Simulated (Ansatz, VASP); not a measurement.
## Sn3Se: VASP beside Ansatz

```
CELL_PARAMETERS angstrom
4.75273 0.00000 0.00000
0.00000 4.75273 0.00000
0.00000 0.00000 4.75273
ATOMIC_POSITIONS crystal
Sn 0.00000 0.50000 0.50000
Sn 0.50000 0.00000 0.50000
Sn 0.50000 0.50000 0.00000
Se 0.00000 0.00000 0.00000
```

Alike in both runs: task single point; functional PBE; k mesh 12 × 12 × 12; occupations gaussian, width 0.15 eV; no spin polarisation.

|  | VASP | Ansatz |
| --- | --- | --- |
| version | VASP 6.6.1 | Ansatz 0.2.0 |
| potentials or method | VASP PAW PBE potentials, release 64 (Sn_d, Se), cutoff 520 eV | scalar-relativistic, plane waves, PAW |
| valence electrons in the cell | 48 | 58 |

```csv
,VASP,Ansatz,Ansatz less VASP
gap on the k mesh at the Fermi level (eV),none,none,-
pressure (GPa),-0.1,-0.1,+0.04
```

A gap of «none» marks a metal or a gap that the smearing closes. VASP's potentials hold 48 valence electrons a cell and Ansatz's 58, so a difference there can come from the potentials and not from the codes.
